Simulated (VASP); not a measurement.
Crystal: LiCl.

```
CELL_PARAMETERS angstrom
-0.08520 2.47084 2.47084
2.47084 -0.08520 2.47084
2.47084 2.47084 -0.08520
ATOMIC_POSITIONS crystal
Li 0.00000 0.00000 0.00000
Cl 0.50000 0.50000 0.50000
```

This cell differs from its parent crystal: strain along [111] -5.0%.

Base run:

| Property | Result |
| --- | --- |
| Program | VASP 6.6.1 |
| Functional | PBE |
| Potentials or basis | VASP PAW PBE potentials, release 64 (Li_sv, Cl) |
| Cutoff | 520 eV |
| k mesh | 8 × 8 × 8 |
| Occupations | fermi-dirac, width 0.02 eV |
| Spin | no spin polarisation |

Its results: band gap on the k mesh 6.35 eV, indirect (least direct gap 6.48 eV).

Q: The run is repeated on the same cell with these changes: functional from PBE to r2SCAN; occupations from fermi-dirac, width 0.02 eV to gaussian, width 0.01 eV. What comes out?

A: Band gap on the k mesh 7.10 eV, indirect (least direct gap 7.47 eV).

A k mesh can miss the band edges.
